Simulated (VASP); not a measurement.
# Os (Fm-3m) in VASP: further runs

Os is run at these levels: PBE, revPBE, PBE+D3(BJ), r2SCAN+U; tasks: single point.

Everything below comes from runs of VASP 6.6.1. Logs are shortened: lines on timing, memory, paths and dates and some standing lists are left out, and cuts for length are marked.

**1. The cell of the first run**

Symmetry: Fm-3m, No. 225, cubic system. Conventional cell: a = 3.844 Å, b = 3.844 Å, c = 3.844 Å, α = 90.00°, β = 90.00°, γ = 90.00°. Os (site symmetry m-3m) has 12 Os at 2.72 Å within 3.6 Å.

**2. Single point, PBE**

Contents of INCAR:

```
ALGO = Normal ; EDIFF = 1E-6
ENCUT = 520 ; GGA = PE
ISIF = 2 ; ISMEAR = 0
LASPH = True ; LCHARG = False
LREAL = False ; LWAVE = False
NBANDS = 10 ; NELM = 80
PREC = Accurate ; SIGMA = 0.1
```

Contents of KPOINTS:

```
k-points
0
Gamma
  3 3 3
```

Contents of POSCAR:

```
Os
1.0
    0.0000000000      1.9220413878      1.9220413878
    1.9220413878      0.0000000000      1.9220413878
    1.9220413878      1.9220413878      0.0000000000
Os
1
Direct
    0.0000000000      0.0000000000      0.0000000000
```

Potentials or basis: VASP PAW PBE potentials, release 64 (Os).

The run is started by

```bash
$ cat potpaw_PBE.64/Os/POTCAR > POTCAR
$ mpirun -np 1 vasp_std > vasp.out
```

OUTCAR:

```text
EDIFF = 1E-6
   ENCUT = 520
   GGA = PE
   ISIF = 2
   ISMEAR = 0
   LASPH = True
   LREAL = False
   NELM = 80
   PREC = Accurate

 ion  position               nearest neighbor table
   1  0.000  0.000  0.000-

  LATTYP: Found a face centered cubic cell.
 ALAT       =     3.8440827756

  Lattice vectors:

 A1 = (   0.0000000000,   1.9220413878,   1.9220413878)
 A2 = (   1.9220413878,   0.0000000000,   1.9220413878)
 A3 = (   1.9220413878,   1.9220413878,   0.0000000000)

Analysis of symmetry for initial positions (statically):
=====================================================================
 Subroutine PRICEL returns:
 Original cell was already a primitive cell.

 Routine SETGRP: Setting up the symmetry group for a
 face centered cubic supercell.

 Subroutine GETGRP returns: Found 48 space group operations
 (whereof 48 operations were pure point group operations)
 out of a pool of 48 trial point group operations.

The static configuration has the point symmetry O_h .

Analysis of symmetry for dynamics (positions and initial velocities):
=====================================================================
 Subroutine PRICEL returns:
 Original cell was already a primitive cell.

 Routine SETGRP: Setting up the symmetry group for a
 face centered cubic supercell.

 Subroutine GETGRP returns: Found 48 space group operations
 (whereof 48 operations were pure point group operations)
 out of a pool of 48 trial point group operations.

The dynamic configuration has the point symmetry O_h .

 Subroutine INISYM returns: Found 48 space group operations
 (whereof 48 operations are pure point group operations),
 and found     1 'primitive' translations

----------------------------------------------------------------------------------------

                                     Primitive cell

  volume of cell :      14.2010

  direct lattice vectors                    reciprocal lattice vectors
     0.000000000  1.922041388  1.922041388    -0.260140080  0.260140080  0.260140080
     1.922041388  0.000000000  1.922041388     0.260140080 -0.260140080  0.260140080
     1.922041388  1.922041388  0.000000000     0.260140080  0.260140080 -0.260140080

  length of vectors
     2.718176998  2.718176998  2.718176998     0.450575835  0.450575835  0.450575835

  position of ions in fractional coordinates (direct lattice)
     0.000000000  0.000000000  0.000000000

  ion indices of the primitive-cell ions
   primitive index   ion index
                 1           1

----------------------------------------------------------------------------------------

 KPOINTS: k-points

Automatic generation of k-mesh.
 Grid dimensions read from file:
 generate k-points for:    3    3    3

 Generating k-lattice:

  Cartesian coordinates                     Fractional coordinates (reciprocal lattice)
    -0.086713360  0.086713360  0.086713360     0.333333333  0.000000000  0.000000000
     0.086713360 -0.086713360  0.086713360     0.000000000  0.333333333  0.000000000
     0.086713360  0.086713360 -0.086713360     0.000000000  0.000000000  0.333333333

  Length of vectors
     0.150191945  0.150191945  0.150191945

  Shift w.r.t. Gamma in fractional coordinates (k-lattice)
     0.000000000  0.000000000  0.000000000

 Subroutine IBZKPT returns following result:
 ===========================================

 Found      4 irreducible k-points:

 Following reciprocal coordinates:
            Coordinates               Weight
  0.000000  0.000000  0.000000      1.000000
  0.333333  0.000000  0.000000      8.000000
  0.333333  0.333333  0.000000      6.000000
 -0.333333  0.333333  0.000000     12.000000
   k-points           NKPTS =      4   k-points in BZ     NKDIM =      4   number of bands    NBANDS=     10
   number of dos      NEDOS =    301   number of ions     NIONS =      1
   total plane-waves  NPLWV =   8000
   dimension x,y,z NGX =    20 NGY =   20 NGZ =   20
   dimension x,y,z NGXF=    40 NGYF=   40 NGZF=   40
   ions per type =               1
   NGX,Y,Z   is equivalent  to a cutoff of  12.23, 12.23, 12.23 a.u.
   NGXF,Y,Z  is equivalent  to a cutoff of  24.46, 24.46, 24.46 a.u.
 SYSTEM =  unknown system
   PREC   = accura    normal or accurate (medium, high low for compatibility)
   ISTART =      0    job   : 0-new  1-cont  2-samecut
   ICHARG =      2    charge: 1-file 2-atom 10-const
   ISPIN  =      1    spin polarized calculation?
   LNONCOLLINEAR =      F non collinear calculations
   LSORBIT =      F    spin-orbit coupling
   LASPH  =      T    aspherical Exc in radial PAW
   ENCUT  =  520.0 eV  38.22 Ry    6.18 a.u.   5.05  5.05  5.05*2*pi/ulx,y,z
   NELM   =     80;   NELMIN=  2; NELMDL= -5     # of ELM steps
   EDIFF  = 0.1E-05   stopping-criterion for ELM
   LREAL  =      F    real-space projection
   EDIFFG = 0.1E-04   stopping-criterion for IOM
   NSW    =      0    number of steps for IOM
   IBRION =     -1    ionic relax: 0-MD 1-quasi-New 2-CG
   NFREE  =      0    steps in history (QN), initial steepest desc. (CG)
   ISIF   =      2    stress and relaxation
   ISYM   =      2    0-nonsym 1-usesym 2-fastsym
   POTIM  = 0.5000    time-step for ionic-motion
   TEBEG  =    0.0;   TEEND  =   0.0 temperature during run
   PSTRESS=    0.0 pullay stress
   NELECT =       8.0000    total number of electrons
   NUPDOWN=      -1.0000    fix difference up-down
   EMIN   =  10.00;   EMAX   =-10.00  energy-range for DOS
   EFERMI =   0.00;   METHOD = LEGACY
   ISMEAR =     0;   SIGMA  =   0.10  broadening in eV -4-tet -1-fermi 0-gaus
   EFERMI_NEDOS =   21; number of points for ismear=-14 and -15
   IALGO  =     38    algorithm
   IMIX   =      4    mixing-type and parameters
     AMIX     =   0.40;   BMIX     =  1.00
     AMIX_MAG =   1.60;   BMIX_MAG =  1.00
  volume/ion in A,a.u.               =      14.20        95.83
  Fermi-wavevector in a.u.,A,eV,Ry     =   1.352069  2.555039 24.872671  1.828090
  Thomas-Fermi vector in A             =   2.479438
   LORBIT       =      0    0 simple, 1 ext, 2 COOP (PROOUT), +10 PAW based schemes
   GGA     = PE    functional components
   LHFCALC =     F    Hartree Fock is set to
   AEXX    =    0.0000 exact exchange contribution
   IVDW    =     0    specifies the selected vdW correction
   LEPSILON=     F    determine dielectric tensor
   LRPA    =     F    only Hartree local field effects (RPA)
 non-spin polarized calculation
 Gauss-broadening in eV      SIGMA  =   0.10
  energy-cutoff  :      520.00
  volume of cell :       14.20
 maximum number of plane-waves:       389
   NGX = 11   NGY = 11   NGZ = 11

 number of electron       8.0000000 magnetization

 Free energy of the ion-electron system (eV)
  ---------------------------------------------------
  ext. energy  EPLUGINS =         0.00000000
  ---------------------------------------------------
  free energy    TOTEN  =        -9.96964745 eV

  energy without entropy =       -9.94679375  energy(sigma->0) =       -9.95822060

 E-fermi :   9.8107     XC(G=0): -13.9914

 val. band max:        9.1335003313   @ k =   0.0000   0.0000   0.0000
 cond. band min:       9.8411669623   @ k =   0.3333   0.3333   0.0000
 fundamental gap:      0.7076666310
 Fermi energy:         9.8107099628

 k-point     1 :       0.0000    0.0000    0.0000
  band No.  band energies     occupation
      1      -1.5458      2.00000
      2       6.1399      2.00000
      3       6.1399      2.00000
      4       6.1399      2.00000
      5       9.1335      2.00000
      6       9.1335      2.00000
      7      23.3575      0.00000
      8      29.1603      0.00000
      9      29.1603      0.00000
     10      29.1603      0.00000

 k-point     2 :       0.3333    0.0000    0.0000
  band No.  band energies     occupation
      1       1.4020      2.00000
      2       6.3522      2.00000
      3       6.3606      2.00000
      4       6.3606      2.00000
      5      10.1852      0.00000
      6      10.1852      0.00000
      7      21.2913      0.00000
      8      25.0914      0.00000
      9      32.5305      0.00000
     10      32.5305      0.00000

 k-point     3 :       0.3333    0.3333    0.0000
  band No.  band energies     occupation
      1       2.1314      2.00000
      2       3.0911      2.00000
      3       7.7589      2.00000
      4       9.8412      0.66667
      5       9.8412      0.66667
      6      10.7937      0.00000
      7      25.2023      0.00000
      8      25.2023      0.00000
      9      26.9423      0.00000
     10      29.9693      0.00000

 k-point     4 :      -0.3333    0.3333    0.0000
  band No.  band energies     occupation
      1       3.2762      2.00000
      2       4.4808      2.00000
      3       6.0637      2.00000
      4       8.6014      2.00000
      5      10.4580      0.00000
      6      15.1941      0.00000
      7      20.3835      0.00000
      8      21.3936      0.00000
      9      27.9535      0.00000
     10      29.5078      0.00000

------------------------ aborting loop because EDIFF is reached ----------------------------------------

  FORCE on cell =-STRESS in cart. coord.  units (eV):
  Direction    XX          YY          ZZ          XY          YZ          ZX
  --------------------------------------------------------------------------------------
  -------------------------------------------------------------------------------------
  Total        2.4581018      2.4581018      2.4581018      0.0000000      0.0000000      0.0000000
  in kB      277.3270553    277.3270553    277.3270553      0.0000000      0.0000000      0.0000000
  external PRESSURE =     277.3270553 kB  Pullay stress =       0.0000000 kB

 VOLUME and BASIS-vectors are now :
 -----------------------------------------------------------------------------
  energy-cutoff  :      520.00
  volume of cell :       14.20
      direct lattice vectors                 reciprocal lattice vectors
     0.000000000  1.922041388  1.922041388    -0.260140080  0.260140080  0.260140080
     1.922041388  0.000000000  1.922041388     0.260140080 -0.260140080  0.260140080
     1.922041388  1.922041388  0.000000000     0.260140080  0.260140080 -0.260140080

 POSITION                                       TOTAL-FORCE (eV/Angst)
 -----------------------------------------------------------------------------------
      0.00000      0.00000      0.00000         0.000000      0.000000      0.000000
 -----------------------------------------------------------------------------------
    total drift:                               -0.000000     -0.000000     -0.000000

  FREE ENERGIE OF THE ION-ELECTRON SYSTEM (eV)
  ---------------------------------------------------
  free  energy   TOTEN  =        -9.9696474474 eV

  energy  without entropy=       -9.9467937454  energy(sigma->0) =       -9.95822060
```

Run time: 4.2 s. Hardware: 1 thread of AMD EPYC 7R13, shared host; peak memory 0.09 GiB.

Results:

- Free energy: -9.9696 eV
- Pressure: 27.7 GPa
- Band gap on the k mesh: zero (band 4 reaches 9.84 eV, above the bottom of band 5 at 9.13 eV)

Caveat: the k points lie up to 0.94 Å⁻¹ apart; spin-orbit coupling is left out, which moves the levels of the heavy elements.

[end of part 1 of 2]
